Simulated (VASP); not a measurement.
Lu2Al3Fe, 24 atoms in the cell. It takes space group R-3m (No. 166, trigonal). Conventional cell: a = 5.374 Å, b = 5.374 Å, c = 12.676 Å, α = 90.00°, β = 90.00°, γ = 120.00°. Within 3.5 Å of Al (site symmetry 2/m) lie 2 Fe at 2.62 Å and 4 Al at 2.69 Å and 6 Lu at 3.05 to 3.13 Å. Within 3.5 Å of Fe (site symmetry -3m) lie 6 Al at 2.62 Å and 6 Lu at 3.14 Å. Within 4.0 Å of Lu (site symmetry 3m) lie 9 Al at 3.05 to 3.13 Å and 3 Fe at 3.14 Å and 4 Lu at 3.21 to 3.27 Å. 

| Property | Result |
| --- | --- |
| Program | VASP 6.6.1 |
| Task | single point |
| Functional | PBEsol |
| Potentials or basis | VASP PAW PBE potentials, release 64 (Al, Fe, Lu) |
| Cutoff | 600 eV |
| k mesh | 3 × 3 × 3 |
| Occupations | gaussian, width 0.05 eV |
| Spin | collinear spin, ferromagnetic start |
| Starting moments | [0.0, 0.0, 0.0, 0.0, 0.0, 0.0, 0.0, 0.0, 0.0, 0.0, 0.0, 0.0, 2.02, 2.02, 2.02, 2.02, 0.0, 0.0, 0.0, 0.0, 0.0, 0.0, 0.0, 0.0] μB |
| Dipole correction | no |
| Further INCAR settings | ALGO = Normal; EDIFF = 1e-06; NBANDS = 156 |

Potentials or basis: VASP PAW PBE potentials, release 64 (Al, Fe, Lu).

Run with:

```console
$ cat potpaw_PBE.64/Al/POTCAR potpaw_PBE.64/Fe/POTCAR potpaw_PBE.64/Lu/POTCAR > POTCAR
$ mpirun -np 4 vasp_std > vasp.out
```

Hardware: 4 MPI ranks on Intel(R) Xeon(R) 6975P-C (Granite Rapids), with other jobs on the host.

Estimate the wall time of this run.

Run time: 11 min on 4 MPI ranks on Intel(R) Xeon(R) 6975P-C (Granite Rapids), with other jobs on the host, peak memory 1.1 GiB a rank. Counts: scf iterations 22, k points 6.
